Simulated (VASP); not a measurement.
A run of VASP 6.6.1:

Contents of INCAR:

```
ALGO = Normal
EDIFF = 1E-6
ENCUT = 520
GGA = CA
ISIF = 2
ISMEAR = 0
LASPH = T
LCHARG = T
LELF = T
LREAL = F
LVHAR = T
LWAVE = F
NBANDS = 18
NELM = 80
PREC = Accurate
SIGMA = 0.01
```

The input KPOINTS:

```
k-points
0
Gamma
  10 10 10
```

The input POSCAR:

```
PbC2
1.0
   -1.8974205883      1.8974205883      3.2037735125
    1.8974205883     -1.8974205883      3.2037735125
    1.8974205883      1.8974205883     -3.2037735125
Pb C
1 2
Direct
    0.0000000000      0.0000000000      0.0000000000
    0.5977952333      0.5977952333      0.0000000000
    0.4022047667      0.4022047667      0.0000000000
```

Potentials or basis: VASP PAW LDA potentials, release 64 (Pb_d, C).

Run with:

```bash
$ cat potpaw_LDA.64/Pb_d/POTCAR potpaw_LDA.64/C/POTCAR > POTCAR
$ mpirun -np 1 vasp_std > vasp.out
```

Hardware: 1 thread of Intel Xeon 8259CL, with other jobs on the host.

**Question.** Estimate the wall time of this run.

**Answer.** Run time: 2.9 min on 1 thread of Intel Xeon 8259CL (shared host), peak memory 0.18 GiB. Counts: scf iterations 14, k points 102.
